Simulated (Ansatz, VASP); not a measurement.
# Two plane-wave programs on C

Contents of INCAR:

```
PREC = Accurate
ENCUT = 520
EDIFF = 1E-6
ISMEAR = -1
SIGMA = 0.05
LREAL = F
LASPH = T
NELM = 100
ALGO = Normal
ISIF = 2
LWAVE = F
LCHARG = T
GGA = PE
LELF = T
LVHAR = T
NBANDS = 11
```

The input KPOINTS:

```
Automatic mesh
0
Gamma
  14 14 14
```

POSCAR

```
C
1.0
    1.2280287114      0.7090027071      3.3470114498
   -1.2280287114      0.7090027071      3.3470114498
    0.0000000000     -1.4180054142      3.3470114498
C
2
Direct
    0.7352000000      0.8852000000      0.8852000000
    0.2648000000      0.1148000000      0.1148000000
```

Input for Ansatz:

```yaml
crystal:
  lattice:
    - [1.2280287114, 0.7090027071, 3.3470114498]
    - [-1.2280287114, 0.7090027071, 3.3470114498]
    - [0.0, -1.4180054142, 3.3470114498]
  atoms:
    - { symbol: C, position: [0.7352, 0.8852, 0.8852] }
    - { symbol: C, position: [0.2648, 0.1148, 0.1148] }
kpoints:
  mp_grid: { grid: [14, 14, 14] }
scf:
  occupations: { method: fermi_dirac, width: 0.05 }
hamiltonian:
  xc: pbe
  pseudopotentials: { kind: nc }
output:
  forces: true
  stress: true
  eigenvalues: true
  populations: true
```

Change from the starting cell: shortest bond scaled by 0.7, norm-conserving files.

Alike in both runs: task single point; functional PBE; k mesh 14 × 14 × 14; occupations fermi-dirac, width 0.05 eV; no spin polarisation.

|  | VASP | Ansatz |
| --- | --- | --- |
| version | VASP 6.6.1 | Ansatz 0.2.0 |
| potentials or method | VASP PAW PBE potentials, release 64 (C) | norm-conserving pseudopotentials, scalar-relativistic |
| plane-wave cutoff (eV) | 520 | 1116 |
| valence electrons in the cell | 8 | 8 |

```csv
,VASP,Ansatz,Ansatz less VASP
pressure (GPa),140.8,137.8,-3.01
"traceless stress, the component that is largest in VASP (GPa)",166.27,162.15,-4.127
rms of the force components (eV/Å),30.800,30.197,-0.6034
```

Atom by atom the forces differ by 0.603 eV/Å (rms over components). Both programs put the cell under a high pressure, so it lies far from rest at this level.

Noted on VASP's run: the cell as given lies far from equilibrium.
